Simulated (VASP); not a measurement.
Runs of VASP 6.6.1 on CdSe. The structure is that of space group F-43m (No. 216), or close to it. The cells are those of the table. 

| task | level | cell | cutoff (eV) | gap on the mesh (eV) | pressure (GPa) | relaxed volume (Å³/atom) |
| --- | --- | --- | --- | --- | --- | --- |
| relaxation of cell and atoms | PBE+D3(BJ) | relaxed from a = 4.342 Å, angles 60.0°, 2 atoms | 600 | (a) | 0.0 | 28.68 |
| single point | revPBE+D3(BJ) | a = 4.306 Å, angles 60.0°, 2 atoms | 520 | 0.73 | 0.3 | - |
| single point | PBE+D3(BJ) | a = 4.322 Å, angles 60.0°, 2 atoms | 520 | 0.58 | 0.3 | - |
| relaxation of cell and atoms | revPBE+D3(BJ) | relaxed from a = 4.342 Å, angles 60.0°, 2 atoms | 600 | 0.72 | 0.0 | 28.36 |
| single point | RPBE | a = 4.443 Å, angles 60.0°, 2 atoms | 520 | 0.58 | (b) | - |

Alike in all rows: potentials or basis VASP PAW PBE potentials, release 64 (Cd, Se); no spin polarisation; k mesh 6 × 6 × 6; smearing gaussian 0.01 eV.

Task: Estimate the missing entries.

Result: (a) 0.57; (b) 0.2.

Caveats: the PAW data sets were made with another functional, which shifts forces and pressure a little (some runs).

A k mesh can miss the band edges, and the runs leave out spin-orbit coupling on Cd, Se.
